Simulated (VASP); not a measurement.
A run of VASP 6.6.1 is set up as follows.

File INCAR:

```
PREC = Accurate ; ENCUT = 520
EDIFF = 1E-6 ; ISMEAR = 0
SIGMA = 0.05 ; LREAL = False
LASPH = True ; NELM = 100
ALGO = Normal ; ISIF = 2
LWAVE = False ; LCHARG = False
NBANDS = 16
```

KPOINTS

```
Automatic mesh
0
Gamma
  12 12 4
```

Contents of POSCAR:

```
BN
1.0
    2.5023528229      0.0000000000      0.0000000000
   -1.2511764115      2.1671011139      0.0000000000
    0.0000000000      0.0000000000      7.1932634248
B N
2 2
Direct
    0.3333333333      0.6666666667      0.2500000000
    0.6666666667      0.3333333333      0.7500000000
    0.3333333333      0.6666666667      0.7500000000
    0.6666666667      0.3333333333      0.2500000000
```

Potentials or basis: VASP PAW LDA potentials, release 64 (B, N).

The run is started by

```sh
$ cat potpaw_LDA.64/B/POTCAR potpaw_LDA.64/N/POTCAR > POTCAR
$ mpirun -np 1 vasp_std > vasp.out
```

**Question.** Estimate the pressure.

**Answer.** -3.8 GPa.

**Question.** Predict the band gap on the k mesh.

**Answer.** 4.20 eV (least direct gap 4.52 eV).

Stress tensor (GPa, compression positive):
```
-4.89  0.00  0.00
 0.00 -4.89  0.00
 0.00  0.00 -1.58
```

Caveat: the cell stands under tension. A k mesh can miss the band edges.
